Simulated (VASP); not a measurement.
Wanted: the native input for a VASP 6.6.1 run.

* Task: single point
* Functional: RPBE
* Potentials or basis: VASP PAW PBE potentials, release 64 (Fe)
* Cutoff: 520 eV
* k mesh: 13 × 13 × 13
* Occupations: fermi-dirac, width 0.05 eV
* Spin: collinear spin, ferromagnetic start
* Starting moments: [3.0] μB
* Dipole correction: no
* Further INCAR settings: ALGO = Normal; EDIFF = 1e-06; NBANDS = 14

The structure of Fe lies in POSCAR:

```
Fe
1.0
   -1.4430000000      1.4430000000      1.4430000000
    1.4430000000     -1.4430000000      1.4430000000
    1.4430000000      1.4430000000     -1.4430000000
Fe
1
Direct
    0.0000000000      0.0000000000      0.0000000000
```

The input as run:

INCAR

```
SYSTEM = Fe
ALGO = Normal
EDIFF = 1E-6
ENCUT = 520
GGA = RP
ISIF = 2
ISMEAR = -1
ISPIN = 2
LASPH = .TRUE.
LCHARG = .FALSE.
LMAXMIX = 4
LORBIT = 11
LREAL = .FALSE.
LWAVE = .FALSE.
MAGMOM = 3
NBANDS = 14
NELM = 150
PREC = Accurate
SIGMA = 0.05
```

KPOINTS

```
k-points
0
G
  13 13 13
  0 0 0
```

Potentials or basis: VASP PAW PBE potentials, release 64 (Fe).

Run with:

```bash
$ cat potpaw_PBE.64/Fe/POTCAR > POTCAR
$ mpirun -np 1 vasp_std > vasp.out
```

Results of the run:

```yaml
Pressure: -2.9 GPa
Net_moment: 2.34 μB per cell
Site_moments: Fe +2.35 μB
Valence_electrons_inside_the_program's_atomic_spheres: Fe 7.15
```

Caveat: the PAW data sets were made with another functional, which shifts forces and pressure a little.

Run time: 18 s on 1 thread of AMD EPYC 9R45 96-Core Processor (Zen 5) (shared host), peak memory 0.11 GiB.
